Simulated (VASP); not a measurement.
# In2O3 in VASP: further runs, part 3 of 3

VASP 6.6.1. Earlier steps stand in the parts before.

## Step 5: Single point, PBE

INCAR reads:

```
  ALGO = Normal
  EDIFF = 1E-6
  ENCUT = 520
  GGA = PE
  ISIF = 2
  ISMEAR = -1
  ISYM = 0
  LASPH = T
  LCHARG = F
  LREAL = Auto
  LWAVE = F
  NBANDS = 104
  NELM = 60
  PREC = Accurate
  SIGMA = 0.1861
```

KPOINTS reads:

```
k-points
0
Gamma
  1 1 1
```

POSCAR reads:

```
In2O3
1.0
    6.5491560000      0.0602710000     -0.0265460000
    0.0602710000      6.5253210000     -0.0478520000
   -0.0265460000     -0.0478520000      6.3657510000
In O
8 12
Direct
    0.0880301312      0.7837270390      0.1450340665
    0.6004212228      0.6926485478      0.1810395034
    0.3288739185      0.8033572990      0.6831441476
    0.2221881167      0.3904228479      0.6278088351
    0.4049267600      0.2747471814      0.1335345017
    0.7264860422      0.2497464254      0.4918213365
    0.8239987246      0.7112244524      0.6526181094
    0.8764175015      0.2241468973      0.9959879449
    0.4985588180      0.4488702063      0.4165723855
    0.3630449680      0.6552299877      0.9767006999
    0.6894391370      1.0144458510      0.2452771266
    0.9166848232      0.8721183691      0.9100940209
    0.5801290079      0.3106502927      0.8727709178
    0.1495654142      0.1159688686      0.5654633217
    0.8417359377      0.4986716855      0.1640702188
    0.6135699130      0.9248445410      0.5822113507
    0.8915335436      0.4385042430      0.6494517229
    0.1780370841      0.0586266866      0.2455784992
    0.1447609647      0.1424646861      0.8665196054
    0.0839170646      0.6980007353      0.4646330643
```

Potentials or basis: VASP PAW PBE potentials, release 64 (In_d, O).

The run is started by

```sh
$ cat potpaw_PBE.64/In_d/POTCAR potpaw_PBE.64/O/POTCAR > POTCAR
$ mpirun -np 1 vasp_gam > vasp.out
```

OUTCAR:

```text
EDIFF = 1E-6
   ENCUT = 520
   GGA = PE
   ISIF = 2
   ISMEAR = -1
   ISYM = 0
   LASPH = T
   LREAL = Auto
   NELM = 60
   PREC = Accurate

 ion  position               nearest neighbor table
   1  0.088  0.784  0.145-  12 1.95  18 1.99  20 2.12  10 2.25  15 2.49  19 2.99   2 3.27   8 3.32
                             3 3.35   2 3.40   7 3.60   7 3.72   3 3.76   5 3.85   5 3.88
   2  0.600  0.693  0.181-  15 2.01  10 2.03  11 2.22   9 2.31  16 2.95  12 2.97   5 3.04   1 3.27
                             7 3.33   1 3.40   6 3.61   7 3.68   3 3.70   8 3.70   3 3.73   5 4.00
   3  0.329  0.803  0.683-  10 2.13  16 2.15  20 2.23  14 2.46  19 2.75   4 2.81   7 3.29   1 3.35
                             7 3.38   2 3.70   2 3.73   1 3.76   4 3.90
   4  0.222  0.390  0.628-  14 1.90  17 2.19  19 2.30   9 2.30  20 2.43   3 2.81  13 2.85  10 2.95
                             7 3.32   5 3.44   8 3.47   6 3.49   5 3.51   6 3.52   3 3.90
   5  0.405  0.275  0.134-  13 2.04  18 2.20   9 2.20  19 2.55  11 2.60  10 2.70   2 3.04   6 3.10
                             8 3.23   4 3.44   4 3.51   8 3.58   1 3.85   1 3.88   2 4.00
   6  0.726  0.250  0.492-  17 1.92   9 2.02  11 2.19  16 2.34  13 2.64  15 2.78  14 2.93   5 3.10
                             7 3.24   8 3.31   8 3.35   4 3.49   4 3.52   2 3.61   7 3.72
[... 187 lines left out ...]
      5     -11.9137      2.00000
      6     -11.7628      2.00000
[... 92 lines left out ...]
     99      11.3178      0.00000
    100      11.5962      0.00000
 [bands above 100 left out]

------------------------ aborting loop because EDIFF is reached ----------------------------------------

  FORCE on cell =-STRESS in cart. coord.  units (eV):
  Direction    XX          YY          ZZ          XY          YZ          ZX
  --------------------------------------------------------------------------------------
  -------------------------------------------------------------------------------------
  Total       20.3291599     25.7491132     17.7827499      1.1885084      3.2582267      2.7807914
  in kB      119.7460262    151.6714905    104.7467599      7.0007395     19.1921213     16.3798561
  external PRESSURE =     125.3880922 kB  Pullay stress =       0.0000000 kB

 VOLUME and BASIS-vectors are now :
 -----------------------------------------------------------------------------
  energy-cutoff  :      520.00
  volume of cell :      272.00
      direct lattice vectors                 reciprocal lattice vectors
     6.549156000  0.060271000 -0.026546000     0.152706907 -0.001405882  0.000626239
     0.060271000  6.525321000 -0.047852000    -0.001405882  0.153270557  0.001146288
    -0.026546000 -0.047852000  6.365751000     0.000626239  0.001146288  0.157101884

 POSITION                                       TOTAL-FORCE (eV/Angst)
 -----------------------------------------------------------------------------------
      0.61991      5.11244      0.88341        -0.015687     -2.644567      1.187638
      3.96919      4.54728      1.10337         0.913308      2.314416      0.697081
      2.18413      5.22930      4.30155        -0.049017      2.846014     -1.089435
      1.46201      2.53098      3.97189         1.450543      2.601909      0.494357
      2.66494      1.81083      0.82615        -0.654884     -2.086769     -0.881190
      4.75987      1.64993      3.09958        -0.405438     -4.563024     -0.416177
[... 12 lines left out ...]
      0.93365      0.89689      5.50539         3.140642      0.197628     -0.030968
      0.57932      4.53750      2.92211         2.184523     -0.033831     -0.134209
 -----------------------------------------------------------------------------------
    total drift:                                0.032846      0.008942     -0.010103

  FREE ENERGIE OF THE ION-ELECTRON SYSTEM (eV)
  ---------------------------------------------------
  free  energy   TOTEN  =       -98.7405687179 eV

  energy  without entropy=      -98.6691909169  energy(sigma->0) =      -98.70487982
```

OSZICAR:

```text
N       E                     dE             d eps       ncg     rms          rms(c)
DAV:   1     0.367982916727E+04    0.36798E+04   -0.83550E+04   216   0.274E+03
DAV:   2     0.919774796663E+03   -0.27601E+04   -0.26462E+04   208   0.830E+02
DAV:   3     0.374346910285E+02   -0.88234E+03   -0.80755E+03   216   0.354E+02
DAV:   4    -0.113196403795E+03   -0.15063E+03   -0.14527E+03   288   0.148E+02
DAV:   5    -0.120070000082E+03   -0.68736E+01   -0.67774E+01   288   0.330E+01    0.345E+01
DAV:   6    -0.986740304012E+02    0.21396E+02   -0.86057E+01   320   0.692E+01    0.270E+01
DAV:   7    -0.990511376312E+02   -0.37711E+00   -0.11930E+01   272   0.147E+01    0.705E+00
DAV:   8    -0.988284659651E+02    0.22267E+00   -0.92799E-01   312   0.607E+00    0.486E+00
DAV:   9    -0.987648256040E+02    0.63640E-01   -0.17312E-01   312   0.368E+00    0.254E+00
DAV:  10    -0.987399402685E+02    0.24885E-01   -0.88850E-02   304   0.224E+00    0.723E-01
DAV:  11    -0.987393493094E+02    0.59096E-03   -0.31732E-02   248   0.123E+00    0.362E-01
DAV:  12    -0.987401658285E+02   -0.81652E-03   -0.68446E-03   288   0.504E-01    0.272E-01
DAV:  13    -0.987404027729E+02   -0.23694E-03   -0.86844E-04   312   0.174E-01    0.189E-01
DAV:  14    -0.987405684675E+02   -0.16569E-03   -0.35858E-04   248   0.101E-01    0.482E-02
DAV:  15    -0.987405688225E+02   -0.35504E-06   -0.63627E-05   264   0.642E-02    0.240E-02
DAV:  16    -0.987405680072E+02    0.81537E-06   -0.20873E-05   296   0.320E-02    0.212E-02
DAV:  17    -0.987405687179E+02   -0.71070E-06   -0.48877E-06   200   0.132E-02
   1 F= -.98740569E+02 E0= -.98704880E+02  d E =-.713778E-01
```

It took 26 s on 1 thread of Intel Xeon 6975P-C (Granite Rapids), shared host; peak memory 0.31 GiB.

Results:

* Free energy: -98.7406 eV
* Pressure: 12.5 GPa
* Largest force: 5.614 eV/Å

Forces on the atoms (eV/Å):
```
In  -0.016 -2.645  1.188
In   0.913  2.314  0.697
In  -0.049  2.846 -1.089
In   1.451  2.602  0.494
In  -0.655 -2.087 -0.881
In  -0.405 -4.563 -0.416
In  -1.310  4.901  0.341
In  -2.194 -1.050  0.259
O   -2.583  1.288 -0.598
O   -1.499  0.106  0.116
O    0.065  1.818 -1.860
O   -1.457 -0.153 -0.825
O   -0.150 -0.480 -0.573
O   -0.547 -4.300 -1.254
O    1.859 -0.202  0.471
O   -2.148 -0.460  1.428
O    2.685 -4.401  2.223
O    0.716  4.300  0.446
O    3.141  0.198 -0.031
O    2.185 -0.034 -0.134
```

Caveat: the k points lie up to 0.99 Å⁻¹ apart; the atoms stand as in a frame of molecular dynamics; spin-orbit coupling is left out, which moves the levels of the heavy elements.

## Step 6: Single point, PBE

INCAR reads:

```
SYSTEM = In2O3
PREC     = Accurate       ! precision mode
ENCUT    = 520            ! plane-wave cutoff, eV
EDIFF    = 1E-7           ! SCF threshold, eV
ISMEAR   = -1             ! smearing method
SIGMA    = 0.1034         ! smearing width, eV
LREAL    = Auto         
LASPH    = .True.         ! aspherical terms in the spheres
NELM     = 100            ! most SCF steps
ALGO     = Normal         ! electronic algorithm
ISIF     = 2              ! what is computed and relaxed
LWAVE    = .False.        ! write WAVECAR
LCHARG   = .False.        ! write CHGCAR
GGA      = PE             ! functional
NBANDS   = 104            ! bands
ISYM     = 0
```

KPOINTS reads:

```
regular mesh
0
Gamma
  1 1 1
  0 0 0
```

POSCAR reads:

```
In2O3
1.0
    6.5491560000      0.0602710000     -0.0265460000
    0.0602710000      6.5253210000     -0.0478520000
   -0.0265460000     -0.0478520000      6.3657510000
In O
8 12
Direct
    0.0824728057      0.7435858890      0.1134609876
    0.5997776002      0.6571966481      0.1407733149
    0.3239157033      0.9213625058      0.6935098003
    0.2150136526      0.4171960134      0.6474336517
    0.3528670441      0.2492889227      0.1056359544
    0.6746581497      0.2528335326      0.5098696235
    0.8570940853      0.7718559574      0.6370226028
    0.8448147559      0.2056748811      0.9466156321
    0.4190480385      0.4765918642      0.3610579369
    0.3367199473      0.7081667789      0.9467107281
    0.6559866199      0.1458521130      0.1933007019
    0.7999755099      0.8489644897      0.9495347522
    0.5048323001      0.2705824566      0.8260288833
    0.1568497633      0.1106922664      0.5040345719
    0.8764613063      0.5045728223      0.1265324956
    0.5888997854      0.8484541233      0.5195412388
    0.8931971397      0.4159677097      0.6902055544
    0.1230185882      0.0702220293      0.2606523435
    0.1310353092      0.0989088122      0.8634827922
    0.1331521344      0.7442091728      0.4936461627
```

Potentials or basis: VASP PAW PBE potentials, release 64 (In_d, O).

The run is started by

```sh
$ cat potpaw_PBE.64/In_d/POTCAR potpaw_PBE.64/O/POTCAR > POTCAR
$ mpirun -np 1 vasp_gam > vasp.out
```

Wall time 30 s (1 thread of Intel Xeon 6975P-C (Granite Rapids), shared host); peak memory 0.32 GiB.

It converged, with:

```
Free energy   : -102.6699 eV
Pressure      : 7.9 GPa
Largest force : 3.278 eV/Å
```

Forces on the atoms (eV/Å):
```
In  -1.273  0.709  2.399
In  -0.141  1.251  0.779
In   2.743 -1.662 -0.675
In   0.741  0.678 -1.135
In  -0.425 -0.661  1.478
In  -0.491 -0.237 -1.700
In   0.397 -0.954  0.494
In  -0.778  0.244  1.603
O    0.036 -1.163  0.135
O    1.256 -0.913 -0.719
O   -0.766 -0.134  1.543
O    0.319  0.993 -0.111
O    0.230  0.343 -2.291
O   -1.480  1.754 -2.095
O    0.694 -0.998  0.722
O   -0.857  1.155 -1.063
O   -0.286  0.686 -0.746
O    0.929  0.966  0.084
O   -0.006  0.890  1.532
O   -0.842 -2.950 -0.232
```

Stress tensor (GPa, compression positive):
```
11.48 -3.03 -2.12
-3.03  7.80 -1.95
-2.12 -1.95  4.28
```

Levels at points of the mesh, in eV from the Fermi level:
| k point | band 84 | band 85 | band 86 | band 87 | band 88 | band 89 | band 90 | band 91 | band 92 | band 93 |
| --- | --- | --- | --- | --- | --- | --- | --- | --- | --- | --- |
| (0.00, 0.00, 0.00) | -2.04 | -1.93 | -1.78 | -1.68 | -1.46 | 1.46 | 1.66 | 2.18 | 2.55 | 3.07 |

Caveat: the k points lie up to 0.99 Å⁻¹ apart; the atoms stand as in a frame of molecular dynamics; spin-orbit coupling is left out, which moves the levels of the heavy elements.

## Step 7: Overview

```csv
cell,smearing,pressure (GPa),largest force (eV/Å)
"as given, atomic positions A",fermi-dirac 0.2585 eV,10.0,8.17
"as given, atomic positions B",fermi-dirac 0.1861 eV,13.9,7.18
"as given, atomic positions C",fermi-dirac 0.1861 eV,9.1,3.91
"as given, atomic positions D",fermi-dirac 0.1861 eV,12.5,5.61
"as given, atomic positions E",fermi-dirac 0.1034 eV,7.9,3.28
```

Alike in all rows: task single point; level PBE; potentials or basis VASP PAW PBE potentials, release 64 (In_d, O); no spin polarisation; k mesh 1 × 1 × 1; cutoff (eV) 520.

Caveats: all runs use coarse meshes; the atoms stand as in a frame of molecular dynamics; spin-orbit coupling is left out, which moves the levels of the heavy elements.

Absolute energies hang on the potentials; compare differences alone.
